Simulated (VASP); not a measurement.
# As (Fd-3m) in VASP: further runs

The runs below take As through single point, with PBEsol, PBE.

All numbers are computed with VASP 6.6.1; they aren't measurements. Logs are shortened: lines on timing, memory, paths and dates and some standing lists are left out, and cuts for length are marked.

### 1 The cell of the first run

It takes space group Fd-3m (No. 227, cubic). Conventional cell: a = 5.478 Å, b = 5.478 Å, c = 5.478 Å, α = 90.00°, β = 90.00°, γ = 90.00°. Within 3.1 Å of As (site symmetry -43m) lie 4 As at 2.37 Å.

### 2 Single point, PBEsol

Contents of INCAR:

```
SYSTEM = As
ALGO = Normal
EDIFF = 1E-7
ENCUT = 520
GGA = PS
ISIF = 2
ISMEAR = -1
LASPH = .True.
LCHARG = .True.
LELF = .True.
LREAL = .False.
LVHAR = .True.
LWAVE = .False.
NBANDS = 12
NELM = 100
PREC = Accurate
SIGMA = 0.08
```

Contents of KPOINTS:

```
k-points
0
Gamma
  11 11 11
  0 0 0
```

Contents of POSCAR:

```
As
1.0
    0.0000000000      2.7388905866      2.7388905866
    2.7388905866      0.0000000000      2.7388905866
    2.7388905866      2.7388905866      0.0000000000
As
2
Direct
   -0.1250000000     -0.1250000000     -0.1250000000
    0.1250000000      0.1250000000      0.1250000000
```

Potentials or basis: VASP PAW PBE potentials, release 64 (As).

Command:

```bash
cat potpaw_PBE.64/As/POTCAR > POTCAR
mpirun -np 1 vasp_std > vasp.out
```

OUTCAR:

```text
SYSTEM = As
   EDIFF = 1E-7
   ENCUT = 520
   GGA = PS
   ISIF = 2
   ISMEAR = -1
   LASPH = .True.
   LREAL = .False.
   NELM = 100
   PREC = Accurate

 ion  position               nearest neighbor table
   1  0.875  0.875  0.875-   2 2.37   2 2.37   2 2.37   2 2.37
   2  0.125  0.125  0.125-   1 2.37   1 2.37   1 2.37   1 2.37

  LATTYP: Found a face centered cubic cell.
 ALAT       =     5.4777811732

  Lattice vectors:

 A1 = (   0.0000000000,   2.7388905866,   2.7388905866)
 A2 = (   2.7388905866,   0.0000000000,   2.7388905866)
 A3 = (   2.7388905866,   2.7388905866,   0.0000000000)

Analysis of symmetry for initial positions (statically):
=====================================================================
 Subroutine PRICEL returns:
 Original cell was already a primitive cell.

 Routine SETGRP: Setting up the symmetry group for a
 face centered cubic supercell.

 Subroutine GETGRP returns: Found 48 space group operations
 (whereof 12 operations were pure point group operations)
 out of a pool of 48 trial point group operations.

The static configuration has the point symmetry D_3d.
 The point group associated with its full space group is O_h .

Analysis of symmetry for dynamics (positions and initial velocities):
=====================================================================
 Subroutine PRICEL returns:
 Original cell was already a primitive cell.

 Routine SETGRP: Setting up the symmetry group for a
 face centered cubic supercell.

 Subroutine GETGRP returns: Found 48 space group operations
 (whereof 12 operations were pure point group operations)
 out of a pool of 48 trial point group operations.

The dynamic configuration has the point symmetry D_3d.
 The point group associated with its full space group is O_h .

 Subroutine INISYM returns: Found 48 space group operations
 (whereof 12 operations are pure point group operations),
 and found     1 'primitive' translations

----------------------------------------------------------------------------------------

                                     Primitive cell

  volume of cell :      41.0917

  direct lattice vectors                    reciprocal lattice vectors
     0.000000000  2.738890587  2.738890587    -0.182555668  0.182555668  0.182555668
     2.738890587  0.000000000  2.738890587     0.182555668 -0.182555668  0.182555668
     2.738890587  2.738890587  0.000000000     0.182555668  0.182555668 -0.182555668

  length of vectors
     3.873376213  3.873376213  3.873376213     0.316195692  0.316195692  0.316195692

  position of ions in fractional coordinates (direct lattice)
     0.875000000  0.875000000  0.875000000
     0.125000000  0.125000000  0.125000000

  ion indices of the primitive-cell ions
   primitive index   ion index
                 1           1
                 2           2

----------------------------------------------------------------------------------------

 KPOINTS: k-points

Automatic generation of k-mesh.
 Grid dimensions read from file:
 generate k-points for:   11   11   11

 Generating k-lattice:

  Cartesian coordinates                     Fractional coordinates (reciprocal lattice)
    -0.016595970  0.016595970  0.016595970     0.090909091  0.000000000  0.000000000
     0.016595970 -0.016595970  0.016595970     0.000000000  0.090909091  0.000000000
     0.016595970  0.016595970 -0.016595970     0.000000000  0.000000000  0.090909091

  Length of vectors
     0.028745063  0.028745063  0.028745063

  Shift w.r.t. Gamma in fractional coordinates (k-lattice)
     0.000000000  0.000000000  0.000000000

 Subroutine IBZKPT returns following result:
 ===========================================

 Found     56 irreducible k-points:

 Following reciprocal coordinates:
            Coordinates               Weight
  0.000000  0.000000  0.000000      1.000000
  0.090909  0.000000  0.000000      8.000000
  0.181818  0.000000  0.000000      8.000000
  0.272727  0.000000  0.000000      8.000000
  0.363636  0.000000  0.000000      8.000000
  0.454545  0.000000  0.000000      8.000000
[... 16 lines left out ...]
 -0.272727  0.181818  0.000000     24.000000
 -0.181818  0.181818  0.000000     12.000000
 [... further k-points ...]
   k-points           NKPTS =     56   k-points in BZ     NKDIM =     56   number of bands    NBANDS=     12
   number of dos      NEDOS =    301   number of ions     NIONS =      2
   total plane-waves  NPLWV =  27000
   dimension x,y,z NGX =    30 NGY =   30 NGZ =   30
   dimension x,y,z NGXF=    60 NGYF=   60 NGZF=   60
   ions per type =               2
   NGX,Y,Z   is equivalent  to a cutoff of  12.88, 12.88, 12.88 a.u.
   NGXF,Y,Z  is equivalent  to a cutoff of  25.75, 25.75, 25.75 a.u.
 SYSTEM =  As
   PREC   = accura    normal or accurate (medium, high low for compatibility)
   ISTART =      0    job   : 0-new  1-cont  2-samecut
   ICHARG =      2    charge: 1-file 2-atom 10-const
   ISPIN  =      1    spin polarized calculation?
   LNONCOLLINEAR =      F non collinear calculations
   LSORBIT =      F    spin-orbit coupling
   LASPH  =      T    aspherical Exc in radial PAW
   ENCUT  =  520.0 eV  38.22 Ry    6.18 a.u.   7.20  7.20  7.20*2*pi/ulx,y,z
   NELM   =    100;   NELMIN=  2; NELMDL= -5     # of ELM steps
   EDIFF  = 0.1E-06   stopping-criterion for ELM
   LREAL  =      F    real-space projection
   EDIFFG = 0.1E-05   stopping-criterion for IOM
   NSW    =      0    number of steps for IOM
   IBRION =     -1    ionic relax: 0-MD 1-quasi-New 2-CG
   NFREE  =      0    steps in history (QN), initial steepest desc. (CG)
   ISIF   =      2    stress and relaxation
   ISYM   =      2    0-nonsym 1-usesym 2-fastsym
   POTIM  = 0.5000    time-step for ionic-motion
   TEBEG  =    0.0;   TEEND  =   0.0 temperature during run
   PSTRESS=    0.0 pullay stress
   NELECT =      10.0000    total number of electrons
   NUPDOWN=      -1.0000    fix difference up-down
   EMIN   =  10.00;   EMAX   =-10.00  energy-range for DOS
   EFERMI =   0.00;   METHOD = LEGACY
   ISMEAR =    -1;   SIGMA  =   0.08  broadening in eV -4-tet -1-fermi 0-gaus
   EFERMI_NEDOS =   21; number of points for ismear=-14 and -15
   IALGO  =     38    algorithm
   IMIX   =      4    mixing-type and parameters
     AMIX     =   0.40;   BMIX     =  1.00
     AMIX_MAG =   1.60;   BMIX_MAG =  1.00
  volume/ion in A,a.u.               =      20.55       138.65
  Fermi-wavevector in a.u.,A,eV,Ry     =   1.022092  1.931475 14.213637  1.044673
  Thomas-Fermi vector in A             =   2.155753
   LORBIT       =      0    0 simple, 1 ext, 2 COOP (PROOUT), +10 PAW based schemes
   GGA     = PS    functional components
   LHFCALC =     F    Hartree Fock is set to
   AEXX    =    0.0000 exact exchange contribution
   IVDW    =     0    specifies the selected vdW correction
   LEPSILON=     F    determine dielectric tensor
   LRPA    =     F    only Hartree local field effects (RPA)
 non-spin polarized calculation
  energy-cutoff  :      520.00
  volume of cell :       41.09
 maximum number of plane-waves:      1129
 NGX is ok and might be reduce to    30

 number of electron      10.0000001 magnetization

 Free energy of the ion-electron system (eV)
  ---------------------------------------------------
  ext. energy  EPLUGINS =         0.00000000
  ---------------------------------------------------
  free energy    TOTEN  =        -8.65008978 eV

  energy without entropy =       -8.63207476  energy(sigma->0) =       -8.64108227

 E-fermi :   6.0142     XC(G=0): -10.1594

 val. band max:        5.9688379849   @ k =   0.4545   0.3636   0.0909
 cond. band min:       6.0244474996   @ k =   0.2727   0.1818   0.0909
 fundamental gap:      0.0556095146
 Fermi energy:         6.0142375792

 k-point     1 :       0.0000    0.0000    0.0000
  band No.  band energies     occupation
      1     -10.3728      2.00000
      2       2.1165      2.00000
      3       3.1466      2.00000
      4       3.1466      2.00000
      5       3.1466      2.00000
      6       6.3080      0.04956
      7       6.3080      0.04956
      8       6.3080      0.04956
      9      10.9841      0.00000
     10      13.9955      0.00000
     11      13.9955      0.00000
     12      15.9803      0.00000

 k-point     2 :       0.0909    0.0000    0.0000
  band No.  band energies     occupation
      1     -10.2714      2.00000
      2       0.8894      2.00000
      3       2.9784      2.00000
      4       2.9784      2.00000
      5       3.8384      2.00000
      6       6.5461      0.00259
      7       6.5461      0.00259
      8       6.6484      0.00072
      9      11.4863      0.00000
     10      13.4956      0.00000
     11      13.4956      0.00000
     12      15.5269      0.00000

 k-point     3 :       0.1818    0.0000    0.0000
  band No.  band energies     occupation
      1      -9.9729      2.00000
      2      -0.8083      2.00000
      3       2.6164      2.00000
      4       2.6164      2.00000
      5       3.9746      2.00000
      6       7.0555      0.00000
      7       7.0555      0.00000
      8       7.8384      0.00000
      9      12.5187      0.00000
     10      12.9830      0.00000
     11      12.9830      0.00000
     12      15.0841      0.00000
[... 286 lines left out ...]
 k-point    23 :      -0.2727    0.1818    0.0000
  band No.  band energies     occupation
      1      -8.7778      2.00000
      2      -3.6666      2.00000
      3       0.0286      2.00000
      4       1.9575      2.00000
      5       5.2379      1.99988
      6       8.1103      0.00000
      7       8.1353      0.00000
      8       9.5765      0.00000
      9      12.2874      0.00000
     10      14.0164      0.00000
     11      15.6170      0.00000
     12      17.0636      0.00000

 k-point    24 :      -0.1818    0.1818    0.0000
  band No.  band energies     occupation
      1      -9.3320      2.00000
      2      -2.5396      2.00000
      3       0.5855      2.00000
      4       2.3684      2.00000
      5       5.1735      1.99995
      6       7.5299      0.00000
      7       7.6478      0.00000
      8       9.0061      0.00000
      9      11.9736      0.00000
     10      14.1190      0.00000
     11      14.1573      0.00000
     12      16.9665      0.00000

 [... further k-points ...]

------------------------ aborting loop because EDIFF is reached ----------------------------------------

  FORCE on cell =-STRESS in cart. coord.  units (eV):
  Direction    XX          YY          ZZ          XY          YZ          ZX
  --------------------------------------------------------------------------------------
  -------------------------------------------------------------------------------------
  Total        6.2930439      6.2930439      6.2930439     -0.0000000     -0.0000000      0.0000000
  in kB      245.3676479    245.3676479    245.3676479     -0.0000000     -0.0000000      0.0000000
  external PRESSURE =     245.3676479 kB  Pullay stress =       0.0000000 kB

 VOLUME and BASIS-vectors are now :
 -----------------------------------------------------------------------------
  energy-cutoff  :      520.00
  volume of cell :       41.09
      direct lattice vectors                 reciprocal lattice vectors
     0.000000000  2.738890587  2.738890587    -0.182555668  0.182555668  0.182555668
     2.738890587  0.000000000  2.738890587     0.182555668 -0.182555668  0.182555668
     2.738890587  2.738890587  0.000000000     0.182555668  0.182555668 -0.182555668

 POSITION                                       TOTAL-FORCE (eV/Angst)
 -----------------------------------------------------------------------------------
      4.79306      4.79306      4.79306         0.000000      0.000000      0.000000
      0.68472      0.68472      0.68472        -0.000000     -0.000000     -0.000000
 -----------------------------------------------------------------------------------
    total drift:                               -0.000000      0.000000      0.000000

  FREE ENERGIE OF THE ION-ELECTRON SYSTEM (eV)
  ---------------------------------------------------
  free  energy   TOTEN  =        -8.6500897787 eV

  energy  without entropy=       -8.6320747551  energy(sigma->0) =       -8.64108227
```

It took 21 s on 1 thread of Intel Xeon Platinum 8488C (Sapphire Rapids), shared host; peak memory 0.17 GiB.

What came out:

```
Free energy            : -8.6501 eV
Pressure               : 24.5 GPa
Band gap on the k mesh : zero (band 5 reaches 6.95 eV, above the bottom of band 6 at 4.88 eV)
```

Levels at points of the mesh, in eV from the Fermi level:
```tsv
k point	band 2	band 3	band 4	band 5	band 6	band 7	band 8	band 9
(0.00, 0.00, 0.00)	-3.90	-2.87	-2.87	-2.87	0.29	0.29	0.29	4.97
```

Caveat: the PAW data sets were made with another functional, which shifts forces and pressure a little.

### 3 Single point, PBE

Contents of INCAR:

```
PREC = Accurate
ENCUT = 520
EDIFF = 1E-6
ISMEAR = -1
SIGMA = 0.08
LREAL = False
LASPH = True
NELM = 80
ALGO = Normal
ISIF = 2
LWAVE = False
LCHARG = False
GGA = PE
NBANDS = 12
```

Contents of KPOINTS:

```
regular mesh
0
Gamma
  11 11 11
```

POSCAR is that of step 2.

Potentials or basis: VASP PAW PBE potentials, release 64 (As).

Command:

```bash
cat potpaw_PBE.64/As/POTCAR > POTCAR
mpirun -np 1 vasp_std > vasp.out
```

Run time: 18 s. Hardware: 1 thread of Intel Xeon Platinum 8488C (Sapphire Rapids), shared host; peak memory 0.17 GiB.

The run converged. Its results:

```
Free energy            : -7.6465 eV
Pressure               : 28.3 GPa
Band gap on the k mesh : zero (band 5 reaches 7.11 eV, above the bottom of band 6 at 5.06 eV)
```

Levels at points of the mesh, in eV from the Fermi level:
```tsv
k point	band 1	band 2	band 3	band 4	band 5	band 6	band 7	band 8	band 9	band 10
(0.00, 0.00, 0.00)	-16.40	-3.91	-2.90	-2.90	-2.90	0.28	0.28	0.28	5.08	7.96
```
